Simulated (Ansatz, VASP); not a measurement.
This is a calculation of Mg for VASP 6.6.1.

Contents of INCAR:

```
SYSTEM = Mg
ALGO = Fast
EDIFF = 1E-6
EDIFFG = -0.01
ENCUT = 680
GGA = PE
IBRION = 2
ISIF = 3
ISMEAR = -1
LASPH = .TRUE.
LCHARG = .FALSE.
LREAL = .FALSE.
LWAVE = .FALSE.
NELM = 80
NSW = 60
PREC = Accurate
SIGMA = 0.05
```

Contents of KPOINTS:

```
k-points
0
G
  10 10 5
  0 0 0
```

Contents of POSCAR:

```
Mg
1.0
    3.2093000000      0.0000000000      0.0000000000
   -1.6046500000      2.7793353284      0.0000000000
    0.0000000000      0.0000000000      5.2103000000
Mg
2
Direct
    0.6666666667      0.3333333333      0.7500000000
    0.3333333333      0.6666666667      0.2500000000
```

Potentials or basis: VASP PAW PBE potentials, release 64 (Mg_sv_GW).

Command:

```bash
$ cat potpaw_PBE.64/Mg_sv_GW/POTCAR > POTCAR
$ mpirun -np 1 vasp_std > vasp.out
```

Translate it to Ansatz 0.2.0. Potentials there: Ansatz PAW.

As run (the cutoff follows the program's own potentials):

Contents of input.yaml:

```yaml
crystal:
  lattice:
    - [3.2093, 0.0, 0.0]
    - [-1.60465, 2.7793353284, 0.0]
    - [0.0, 0.0, 5.2103]
  atoms:
    - { symbol: Mg, position: [0.6666666667, 0.3333333333, 0.75] }
    - { symbol: Mg, position: [0.3333333333, 0.6666666667, 0.25] }
hamiltonian:
  xc: pbe
  pseudopotentials: { kind: paw }
kpoints:
  mp_grid: { grid: [10, 10, 5] }
scf:
  occupations: { method: fermi_dirac, width: 0.05 }
output:
  forces: true
  stress: true
relax:
  f_tol: 0.01
  max_steps: 40
  cell: { stress_tol: 0.05 }
```

Potentials or basis: Ansatz PAW.

The run is started by

```console
$ ansatz run input.yaml --threads 2 --pin off --max-ram 5632MiB --backend cpu --events-out ev --progress --plain --runs-dir out
```

Both were run:

|  | VASP | Ansatz | Ansatz less VASP |
| --- | --- | --- | --- |
| relaxed volume (Å³/atom) | 22.54 | 23.02 | +0.482 |
| relaxed cell length with the largest relative difference (Å) | 5.256 | 5.298 | +0.0413 |

Noted on Ansatz's run: the plane-wave basis is chosen anew once the cell has moved, so the energies of steps on either side of that aren't comparable.
